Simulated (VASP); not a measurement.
# SiNi3 (Pm-3m) in VASP: a series of runs, part 2 of 2

VASP 6.6.1. Earlier steps stand in the parts before.

**4. Single point, PBEsol, collinear spin, ferromagnetic start**

This run uses another cell than the first one, of 11.55 Å³/atom, 0.981 times its volume.

INCAR

```
ALGO = Fast
EDIFF = 1E-6
ENCUT = 520
GGA = PS
ISIF = 2
ISMEAR = -1
ISPIN = 2
LASPH = T
LCHARG = T
LELF = T
LMAXMIX = 4
LORBIT = 11
LREAL = F
LVHAR = T
LWAVE = F
MAGMOM = 1 1 1 0
NBANDS = 29
NELM = 150
PREC = Accurate
SIGMA = 0.05
```

KPOINTS

```
k-points
0
Gamma
  8 8 8
```

POSCAR

```
SiNi3
1.0
    3.5886106083      0.0000000000      0.0000000000
    0.0000000000      3.5886106083      0.0000000000
    0.0000000000      0.0000000000      3.5886106083
Ni Si
3 1
Direct
    0.5000000000      0.5000000000      0.0000000000
    0.5000000000      0.0000000000      0.5000000000
    0.0000000000      0.5000000000      0.5000000000
    0.0000000000      0.0000000000      0.0000000000
```

Potentials or basis: VASP PAW PBE potentials, release 64 (Ni, Si).

Started as:

```console
$ cat potpaw_PBE.64/Ni/POTCAR potpaw_PBE.64/Si/POTCAR > POTCAR
$ mpirun -np 1 vasp_std > vasp.out
```

OUTCAR:

```text
EDIFF = 1E-6
   ENCUT = 520
   GGA = PS
   ISIF = 2
   ISMEAR = -1
   ISPIN = 2
   LASPH = T
   LORBIT = 11
   LREAL = F
   NELM = 150
   PREC = Accurate

 ion  position               nearest neighbor table
   1  0.500  0.500  0.000-   2 2.54   3 2.54   4 2.54   2 2.54   3 2.54   2 2.54   4 2.54   2 2.54
                             3 2.54   4 2.54   3 2.54   4 2.54
   2  0.500  0.000  0.500-   1 2.54   3 2.54   4 2.54   1 2.54   4 2.54   1 2.54   3 2.54   1 2.54
                             3 2.54   4 2.54   4 2.54   3 2.54
   3  0.000  0.500  0.500-   1 2.54   2 2.54   4 2.54   1 2.54   4 2.54   2 2.54   4 2.54   4 2.54
                             1 2.54   2 2.54   1 2.54   2 2.54
   4  0.000  0.000  0.000-   1 2.54   2 2.54   3 2.54   2 2.54   3 2.54   1 2.54   3 2.54   3 2.54
                             1 2.54   2 2.54   2 2.54   1 2.54

  LATTYP: Found a simple cubic cell.
 ALAT       =     3.5886106083

  Lattice vectors:

 A1 = (   3.5886106083,   0.0000000000,   0.0000000000)
 A2 = (   0.0000000000,   3.5886106083,   0.0000000000)
 A3 = (   0.0000000000,   0.0000000000,   3.5886106083)

Analysis of symmetry for initial positions (statically):
=====================================================================
 Subroutine PRICEL returns:
 Original cell was already a primitive cell.

 Routine SETGRP: Setting up the symmetry group for a
 simple cubic supercell.

 Subroutine GETGRP returns: Found 48 space group operations
 (whereof 48 operations were pure point group operations)
 out of a pool of 48 trial point group operations.

The static configuration has the point symmetry O_h .

Analysis of symmetry for dynamics (positions and initial velocities):
=====================================================================
 Subroutine PRICEL returns:
 Original cell was already a primitive cell.

 Routine SETGRP: Setting up the symmetry group for a
 simple cubic supercell.

 Subroutine GETGRP returns: Found 48 space group operations
 (whereof 48 operations were pure point group operations)
 out of a pool of 48 trial point group operations.

The dynamic configuration has the point symmetry O_h .

Analysis of structural, dynamic, and magnetic symmetry:
=====================================================================
 Subroutine PRICEL returns:
 Original cell was already a primitive cell.

 Routine SETGRP: Setting up the symmetry group for a
 simple cubic supercell.

 Subroutine GETGRP returns: Found 48 space group operations
 (whereof 48 operations were pure point group operations)
 out of a pool of 48 trial point group operations.

The overall configuration has the point symmetry O_h .

 Subroutine INISYM returns: Found 48 space group operations
 (whereof 48 operations are pure point group operations),
 and found     1 'primitive' translations

----------------------------------------------------------------------------------------

                                     Primitive cell

  volume of cell :      46.2146

  direct lattice vectors                    reciprocal lattice vectors
     3.588610608  0.000000000  0.000000000     0.278659378  0.000000000  0.000000000
[... 84 lines left out ...]
   ISPIN  =      2    spin polarized calculation?
   LNONCOLLINEAR =      F non collinear calculations
   LSORBIT =      F    spin-orbit coupling
   LASPH  =      T    aspherical Exc in radial PAW
   ENCUT  =  520.0 eV  38.22 Ry    6.18 a.u.   6.67  6.67  6.67*2*pi/ulx,y,z
   NELM   =    150;   NELMIN=  2; NELMDL= -5     # of ELM steps
   EDIFF  = 0.1E-05   stopping-criterion for ELM
   LREAL  =      F    real-space projection
   EDIFFG = 0.1E-04   stopping-criterion for IOM
   NSW    =      0    number of steps for IOM
   IBRION =     -1    ionic relax: 0-MD 1-quasi-New 2-CG
   NFREE  =      0    steps in history (QN), initial steepest desc. (CG)
   ISIF   =      2    stress and relaxation
   ISYM   =      2    0-nonsym 1-usesym 2-fastsym
   POTIM  = 0.5000    time-step for ionic-motion
   TEBEG  =    0.0;   TEEND  =   0.0 temperature during run
   PSTRESS=    0.0 pullay stress
   NELECT =      34.0000    total number of electrons
   NUPDOWN=      -1.0000    fix difference up-down
   EMIN   =  10.00;   EMAX   =-10.00  energy-range for DOS
   EFERMI =   0.00;   METHOD = LEGACY
   ISMEAR =    -1;   SIGMA  =   0.05  broadening in eV -4-tet -1-fermi 0-gaus
   EFERMI_NEDOS =   21; number of points for ismear=-14 and -15
   IALGO  =     68    algorithm
   IMIX   =      4    mixing-type and parameters
     AMIX     =   0.40;   BMIX     =  1.00
     AMIX_MAG =   1.60;   BMIX_MAG =  1.00
  volume/ion in A,a.u.               =      11.55        77.97
  Fermi-wavevector in a.u.,A,eV,Ry     =   1.477888  2.792803 29.717197  2.184152
  Thomas-Fermi vector in A             =   2.592237
   LORBIT       =     11    0 simple, 1 ext, 2 COOP (PROOUT), +10 PAW based schemes
   GGA     = PS    functional components
   LHFCALC =     F    Hartree Fock is set to
   AEXX    =    0.0000 exact exchange contribution
   IVDW    =     0    specifies the selected vdW correction
   LEPSILON=     F    determine dielectric tensor
   LRPA    =     F    only Hartree local field effects (RPA)
 spin polarized calculation
 RMM-DIIS sequential band-by-band and
  energy-cutoff  :      520.00
  volume of cell :       46.21
 maximum number of plane-waves:      1273
 NGX is ok and might be reduce to    28
   NGX = 13   NGY = 13   NGZ = 13

 number of electron      34.0000051 magnetization      -0.0014921

 number of electron      34.0000051 magnetization       0.0011136

 Free energy of the ion-electron system (eV)
  ---------------------------------------------------
  ext. energy  EPLUGINS =         0.00000000
  ---------------------------------------------------
  free energy    TOTEN  =       -25.97331566 eV

  energy without entropy =      -25.95424273  energy(sigma->0) =      -25.96377920

 E-fermi :   9.4993     XC(G=0): -12.8594

 val. band max:        9.4337971595   @ k =   0.1250   0.1250   0.0000
 cond. band min:       9.5088116491   @ k =   0.5000   0.3750   0.3750
 fundamental gap:      0.0750144896
 Fermi energy:         9.4993235528

 spin component 1

 k-point     1 :       0.0000    0.0000    0.0000
  band No.  band energies     occupation
      1      -1.8898      1.00000
      2       5.0400      1.00000
      3       5.8293      1.00000
      4       5.8293      1.00000
      5       6.2994      1.00000
      6       6.2994      1.00000
[... 757 lines left out ...]
     28      23.7498      0.00000
     29      25.7886      0.00000

 [... further k-points ...]

 spin component 2

 k-point     1 :       0.0000    0.0000    0.0000
  band No.  band energies     occupation
      1      -1.8898      1.00000
      2       5.0401      1.00000
      3       5.8296      1.00000
      4       5.8296      1.00000
      5       6.2998      1.00000
      6       6.2998      1.00000
[... 757 lines left out ...]
     28      23.7498      0.00000
     29      25.8048      0.00000

 [... further k-points ...]
[... 5 lines left out ...]
  --------------------------------------------------------------------------------------
  -------------------------------------------------------------------------------------
  Total       -5.7590168     -5.7590168     -5.7590168      0.0000000      0.0000000     -0.0000000
  in kB     -199.6548740   -199.6548740   -199.6548740      0.0000000      0.0000000     -0.0000000
  external PRESSURE =    -199.6548740 kB  Pullay stress =       0.0000000 kB

 VOLUME and BASIS-vectors are now :
 -----------------------------------------------------------------------------
  energy-cutoff  :      520.00
  volume of cell :       46.21
      direct lattice vectors                 reciprocal lattice vectors
     3.588610608  0.000000000  0.000000000     0.278659378  0.000000000  0.000000000
     0.000000000  3.588610608  0.000000000     0.000000000  0.278659378  0.000000000
     0.000000000  0.000000000  3.588610608     0.000000000  0.000000000  0.278659378

 POSITION                                       TOTAL-FORCE (eV/Angst)
 -----------------------------------------------------------------------------------
      1.79431      1.79431      0.00000         0.000000      0.000000      0.000000
      1.79431      0.00000      1.79431         0.000000      0.000000      0.000000
      0.00000      1.79431      1.79431         0.000000      0.000000      0.000000
      0.00000      0.00000      0.00000         0.000000      0.000000      0.000000
 -----------------------------------------------------------------------------------
    total drift:                                0.000000      0.000000      0.000000

  FREE ENERGIE OF THE ION-ELECTRON SYSTEM (eV)
  ---------------------------------------------------
  free  energy   TOTEN  =       -25.9733156609 eV

  energy  without entropy=      -25.9542427304  energy(sigma->0) =      -25.96377920

 total charge

# of ion       s       p       d       tot
------------------------------------------
    1        0.458   0.506   8.376   9.340
    2        0.458   0.506   8.376   9.340
    3        0.458   0.506   8.376   9.340
    4        0.730   0.777   0.000   1.507
--------------------------------------------------
tot          2.104   2.295  25.128  29.527

 magnetization (x)

# of ion       s       p       d       tot
------------------------------------------
    1       -0.000  -0.000   0.000   0.000
    2       -0.000  -0.000   0.000   0.000
    3       -0.000  -0.000   0.000   0.000
    4       -0.000  -0.000   0.000  -0.000
--------------------------------------------------
tot         -0.000  -0.000   0.001   0.001
```

OSZICAR:

```text
N       E                     dE             d eps       ncg     rms          rms(c)
DAV:   1     0.203892530106E+03    0.20389E+03   -0.14592E+04  4140   0.151E+03
DAV:   2    -0.159343412283E+02   -0.21983E+03   -0.20361E+03  4075   0.298E+02
DAV:   3    -0.296514525601E+02   -0.13717E+02   -0.12822E+02  4620   0.904E+01
DAV:   4    -0.299030859457E+02   -0.25163E+00   -0.25099E+00  4530   0.118E+01
DAV:   5    -0.299100894871E+02   -0.70035E-02   -0.70029E-02  4977   0.173E+00    0.202E+01
RMM:   6    -0.308772375987E+02   -0.96715E+00   -0.34118E+01  4626   0.583E+01    0.221E+01
RMM:   7    -0.260270421820E+02    0.48502E+01   -0.91451E+00  4329   0.303E+01    0.394E+00
RMM:   8    -0.259802802386E+02    0.46762E-01   -0.10812E-01  4336   0.216E+00    0.979E-01
RMM:   9    -0.259752339833E+02    0.50463E-02   -0.24921E-02  4811   0.114E+00    0.593E-01
RMM:  10    -0.259739794173E+02    0.12546E-02   -0.58000E-03  5250   0.437E-01    0.312E-01
RMM:  11    -0.259734508377E+02    0.52858E-03   -0.11586E-03  5353   0.199E-01    0.174E-01
RMM:  12    -0.259733115962E+02    0.13924E-03   -0.24756E-04  5169   0.105E-01    0.419E-02
RMM:  13    -0.259733160761E+02   -0.44799E-05   -0.69516E-05  5369   0.480E-02    0.260E-02
RMM:  14    -0.259733159053E+02    0.17086E-06   -0.14017E-05  5177   0.214E-02    0.118E-02
RMM:  15    -0.259733156609E+02    0.24442E-06   -0.22365E-06  3617   0.903E-03
   1 F= -.25973316E+02 E0= -.25963779E+02  d E =-.190729E-01  mag=     0.0009
```

stdout:

```text
POSCAR found type information on POSCAR NiSi
 POSCAR found :  2 types and       4 ions
 scaLAPACK will be used
 -----------------------------------------------------------------------------
|                                                                             |
|                                                                             |
|     You enforced a specific xc type in the INCAR file but a different       |
|     I HOPE YOU KNOW WHAT YOU ARE DOING!                                     |
|                                                                             |
 -----------------------------------------------------------------------------

 LDA part: xc-table for (Slater+PW92), standard interpolation
 POSCAR, INCAR and KPOINTS ok, starting setup
 FFT: planning ... GRIDC
 FFT: planning ... GRID_SOFT
 FFT: planning ... GRID
 WAVECAR not read
 entering main loop
WARNING in EDDRMM: call to ZHEGV failed, returncode =   8  4     27
```

Run time: 4.1 min. Hardware: 1 thread of Intel Xeon 6975P-C, shared host; peak memory 0.18 GiB.

What came out:

| Quantity | Value |
| --- | --- |
| Free energy | -25.9733 eV |
| Pressure | -20.0 GPa |
| Band gap on the k mesh | zero (filled and empty bands overlap) |
| Net moment | 0.00 μB per cell |
| Valence electrons inside the program's atomic spheres | Ni 9.34; Si 1.51 |

Caveat: the PAW data sets were made with another functional, which shifts forces and pressure a little.

**5. Summary**

| level | cell | gap on the mesh (eV) | pressure (GPa) | moment (μB) |
| --- | --- | --- | --- | --- |
| PBE | a = 3.611 Å, 4 atoms | none | -15.1 | 0.00 |
| PBEsol | a = 3.518 Å, 4 atoms | none | -10.3 | 0.00 |
| PBEsol | a = 3.589 Å, 4 atoms | none | -20.0 | 0.00 |

Alike in all rows: task single point; potentials or basis VASP PAW PBE potentials, release 64 (Ni, Si); spin collinear, ferromagnetic start; k mesh 8 × 8 × 8; cutoff (eV) 520; smearing fermi-dirac 0.05 eV.

Caveats: the PAW data sets were made with another functional, which shifts forces and pressure a little (some runs).

Absolute energies hang on the potentials; compare differences alone.
